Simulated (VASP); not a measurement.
LiCl, 2 atoms in the cell. The structure is cubic, space group Fm-3m (No. 225). Conventional cell: a = 5.148 Å, b = 5.148 Å, c = 5.148 Å, α = 90.00°, β = 90.00°, γ = 90.00°. Within 3.4 Å of Li (site symmetry m-3m) lie 6 Cl at 2.57 Å. Within 3.4 Å of Cl (site symmetry m-3m) lie 6 Li at 2.57 Å. The cell was built from a structure type or drawn by symmetry, and may not be a known phase.

- Program: VASP 6.6.1
- Task: single point
- Functional: PBE
- Potentials or basis: VASP PAW PBE potentials, release 64 (Li_sv, Cl)
- Cutoff: 520 eV
- k mesh: 8 × 8 × 8
- Occupations: gaussian, width 0.02 eV
- Spin: no spin polarisation
- Dipole correction: no
- Further INCAR settings: ALGO = Normal; EDIFF = 1e-06; NBANDS = 12

Potentials or basis: VASP PAW PBE potentials, release 64 (Li_sv, Cl).

Command:

```bash
$ cat potpaw_PBE.64/Li_sv/POTCAR potpaw_PBE.64/Cl/POTCAR > POTCAR
$ mpirun -np 1 vasp_std > vasp.out
```

Hardware: 1 thread of Intel(R) Xeon(R) Platinum 8375C CPU @ 2.90GHz (Ice Lake), with other jobs on the host.

**Question.** How long does it take, and how much memory?

**Answer.** It took 19 s on 1 thread of Intel(R) Xeon(R) Platinum 8375C CPU @ 2.90GHz (Ice Lake), with other jobs on the host, peak memory 0.15 GiB. Counts: scf iterations 12, k points 29.
